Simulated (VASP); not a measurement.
Set up this calculation in VASP 6.6.1, as the native input.

```
Task                               : band structure
Functional                         : HSE03
Potentials or basis                : VASP PAW PBE potentials, release 64 (K_sv, Cl)
Cutoff                             : 520 eV
k mesh                             : 6 × 6 × 6
Occupations                        : gaussian, width 0.02 eV
Spin                               : no spin polarisation
Grid for exact exchange (PRECFOCK) : Fast
Further INCAR settings             : ALGO = Normal; EDIFF = 1e-07; NBANDS = 15
Share of exact exchange            : 0.25
Screening parameter                : 0.3 1/Å
```

KCl:

```
K Cl
1.0
     0.00000    3.14647    3.14647
     3.14647    0.00000    3.14647
     3.14647    3.14647    0.00000
K Cl
1 1
Direct
  0.00000 0.00000 0.00000
  0.50000 0.50000 0.50000
```

The input as run:

POSCAR

```
KCl
1.0
    0.0000000000      3.1464700000      3.1464700000
    3.1464700000      0.0000000000      3.1464700000
    3.1464700000      3.1464700000      0.0000000000
K Cl
1 1
Direct
    0.0000000000      0.0000000000      0.0000000000
    0.5000000000      0.5000000000      0.5000000000
```

INCAR.step1

```
PREC = Accurate
ENCUT = 520
EDIFF = 1E-5
ISMEAR = 0
SIGMA = 0.02
LREAL = False
LASPH = True
NELM = 60
ALGO = Normal
ISIF = 2
LWAVE = True
LCHARG = False
NBANDS = 15
GGA = PE
KPAR = 4
```

INCAR.step2

```
PREC = Accurate
ENCUT = 520
EDIFF = 1E-7
ISMEAR = 0
SIGMA = 0.02
LREAL = False
LASPH = True
NELM = 60
ALGO = Normal
ISIF = 2
LWAVE = False
LCHARG = False
GGA = PE
LHFCALC = True
HFSCREEN = 0.3
PRECFOCK = Fast
NBANDS = 15
ISTART = 1
KPAR = 4
```

KPOINTS

```
regular mesh
0
Gamma
  6 6 6
```

KPOINTS_OPT

```
path GXWKGLUWLK,UX
12
line-mode
reciprocal
 0.0000000000  0.0000000000  0.0000000000  G
 0.5000000000  0.0000000000  0.5000000000  X

 0.5000000000  0.0000000000  0.5000000000  X
 0.5000000000  0.2500000000  0.7500000000  W

 0.5000000000  0.2500000000  0.7500000000  W
 0.3750000000  0.3750000000  0.7500000000  K

 0.3750000000  0.3750000000  0.7500000000  K
 0.0000000000  0.0000000000  0.0000000000  G

 0.0000000000  0.0000000000  0.0000000000  G
 0.5000000000  0.5000000000  0.5000000000  L

 0.5000000000  0.5000000000  0.5000000000  L
 0.6250000000  0.2500000000  0.6250000000  U

 0.6250000000  0.2500000000  0.6250000000  U
 0.5000000000  0.2500000000  0.7500000000  W

 0.5000000000  0.2500000000  0.7500000000  W
 0.5000000000  0.5000000000  0.5000000000  L

 0.5000000000  0.5000000000  0.5000000000  L
 0.3750000000  0.3750000000  0.7500000000  K

 0.6250000000  0.2500000000  0.6250000000  U
 0.5000000000  0.0000000000  0.5000000000  X
```

Potentials or basis: VASP PAW PBE potentials, release 64 (K_sv, Cl).

The run is started by

```bash
$ cat potpaw_PBE.64/K_sv/POTCAR potpaw_PBE.64/Cl/POTCAR > POTCAR
$ cp INCAR.step1 INCAR
$ mpirun -np 4 vasp_std > vasp.out
$ cp INCAR.step2 INCAR
$ mpirun -np 4 vasp_std > vasp.out
```

Results of the run:

The pressure is 0.5 GPa. The band gap on the k mesh is 6.25 eV and the band gap along the path is 6.25 eV.

Caveat: the PAW data sets were made with another functional, which shifts forces and pressure a little.

Run time: 49 min on 4 MPI ranks on Intel(R) Xeon(R) Platinum 8259CL CPU @ 2.50GHz (Skylake/Cascade Lake) (shared host), peak memory 0.43 GiB a rank.
